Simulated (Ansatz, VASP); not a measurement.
# CuAu3 in VASP and in Ansatz

File INCAR:

```
SYSTEM = CuAu3
ALGO     = Fast           ! electronic algorithm
EDIFF    = 1E-7           ! SCF threshold, eV
EDIFFG   = -0.001         ! ionic threshold
ENCUT    = 600            ! plane-wave cutoff, eV
GGA      = CA             ! functional
IBRION   = 2              ! ionic algorithm
ISIF     = 3              ! what is computed and relaxed
ISMEAR   = -1             ! smearing method
LASPH    = .True.         ! aspherical terms in the spheres
LCHARG   = .False.        ! write CHGCAR
LREAL    = .False.        ! projectors in reciprocal space
LWAVE    = .False.        ! write WAVECAR
NELM     = 60             ! most SCF steps
NSW      = 80             ! ionic steps
PREC     = Accurate       ! precision mode
SIGMA    = 0.15           ! smearing width, eV
```

Contents of KPOINTS:

```
k-points
0
Gamma
  10 10 10
  0 0 0
```

POSCAR

```
CuAu3
1.0
    3.9368940033      0.0000000000      0.0000000000
    0.0000000000      3.9368940033      0.0000000000
    0.0000000000      0.0000000000      3.9368940033
Cu Au
1 3
Direct
    0.0000000000      0.0000000000      0.0000000000
    0.0000000000      0.5000000000      0.5000000000
    0.5000000000      0.0000000000      0.5000000000
    0.5000000000      0.5000000000      0.0000000000
```

Input for Ansatz:

```yaml
crystal:
  lattice:
    - [3.9368940032, 0.0, 0.0]
    - [0.0, 3.9368940032, 0.0]
    - [0.0, 0.0, 3.9368940032]
  atoms:
    - { symbol: Cu, position: [0.0, 0.0, 0.0] }
    - { symbol: Au, position: [0.0, 0.5, 0.5] }
    - { symbol: Au, position: [0.5, 0.0, 0.5] }
    - { symbol: Au, position: [0.5, 0.5, 0.0] }
basis:
  ecutwfc: 420
kpoints:
  mp_grid: { grid: [10, 10, 10] }
hamiltonian:
  xc: lda
scf:
  occupations: { method: fermi_dirac, width: 0.15 }
output:
  forces: true
  stress: true
  eigenvalues: true
relax:
  adjacent_minimum: "off"
  f_tol: 0.001
  max_steps: 60
  cell: { stress_tol: 0.01 }
```

Alike in both runs: task relaxation of cell and atoms; functional LDA; k mesh 10 × 10 × 10; occupations fermi-dirac, width 0.15 eV; no spin polarisation.

|  | VASP | Ansatz |
| --- | --- | --- |
| version | VASP 6.6.1 | Ansatz 0.2.0 |
| potentials or method | VASP PAW LDA potentials, release 64 (Cu, Au), cutoff 600 eV | scalar-relativistic, plane waves, PAW |
| valence electrons in the cell | 44 | 76 |

```csv
,VASP,Ansatz,Ansatz less VASP
"gap on the k mesh at the Fermi level, each at its own relaxed structure (eV)",none,none,-
relaxed volume (Å³/atom),15.32,15.27,-0.051
relaxed cell length with the largest relative difference (Å),3.942,3.938,-0.0044
```

LDA's correlation is that of Perdew and Zunger in VASP and of Perdew and Wang (1992) in Ansatz. A gap of «none» marks a metal or a gap that the smearing closes. VASP's potentials hold 44 valence electrons a cell and Ansatz's 76, so a difference there can come from the potentials and not from the codes.

Spin-orbit coupling is off throughout.
